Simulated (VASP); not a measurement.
A run of VASP 6.6.1 is set up as follows.

INCAR

```
SYSTEM = LiH
PREC = Accurate
ENCUT = 520
EDIFF = 1E-7
ISMEAR = 0
SIGMA = 0.1
LREAL = .False.
LASPH = .True.
NELM = 60
ALGO = Normal
ISIF = 2
LWAVE = .False.
LCHARG = .True.
GGA = PE
LELF = .True.
LVHAR = .True.
NBANDS = 12
```

Contents of KPOINTS:

```
regular mesh
0
Gamma
  4 6 4
  0 0 0
```

The input POSCAR:

```
LiH
1.0
    4.9914183400      0.0000000000      0.0000000000
    0.0000000000      3.1196364600      0.0000000000
    0.0000000000      0.0000000000      5.4033688500
Li H
2 2
Direct
    0.0000000000      0.0000000000      0.0000000000
    0.0000000000      0.5000000000      0.5000000000
    0.7600000000      0.0000000000      0.6666666700
    0.2400000000      0.0000000000      0.3333333300
```

Potentials or basis: VASP PAW PBE potentials, release 64 (Li_sv, H).

Run with:

```bash
$ cat potpaw_PBE.64/Li_sv/POTCAR potpaw_PBE.64/H/POTCAR > POTCAR
$ mpirun -np 1 vasp_std > vasp.out
```

What does it give for the band gap on the k mesh?

1.04 eV (least direct gap 1.58 eV).

What does it give for the largest force?

1.215 eV/Å.

Forces on the atoms (eV/Å):
```
Li   0.000  0.000  0.000
Li   0.000  0.000  0.000
H    1.034  0.000  0.639
H   -1.034  0.000 -0.639
```

Caveat: the cell differs from its parent crystal (atoms taken out); forces of over 1 eV/Å act on the atoms, so gaps and moduli don't describe the material at rest. A k mesh can miss the band edges.
